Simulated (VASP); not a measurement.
The system is BN.

```
B N
1.0
     2.49134    0.00000    0.00000
    -1.24567    2.15756    0.00000
     0.00000    0.00000    4.00106
B N
2 2
Direct
  0.00000 0.00000 0.00000
  0.00000 0.00000 0.50000
  0.33333 0.66667 0.25000
  0.66667 0.33333 0.75000
```

Base run:

```yaml
Program: VASP 6.6.1
Functional: r2SCAN
Potentials_or_basis: VASP PAW PBE potentials, release 64 (B, N)
Cutoff: 520 eV
k_mesh: 12 × 12 × 6
Occupations: gaussian, width 0.01 eV
Spin: no spin polarisation
```

Its results: band gap on the k mesh 1.82 eV, indirect (least direct gap 5.67 eV); pressure 0.4 GPa.

The run is repeated on the same cell with these changes: functional from r2SCAN to PBE; further incar settings from ALGO = Normal; EDIFF = 1e-06; NBANDS = 16 to ALGO = Normal; EDIFF = 1e-07; NBANDS = 16. What comes out?

Band gap on the k mesh 1.58 eV, indirect (least direct gap 5.23 eV); pressure 4.5 GPa.

Caveats: the PAW data sets were made with another functional, which shifts forces and pressure a little (some runs).

A k mesh can miss the band edges.
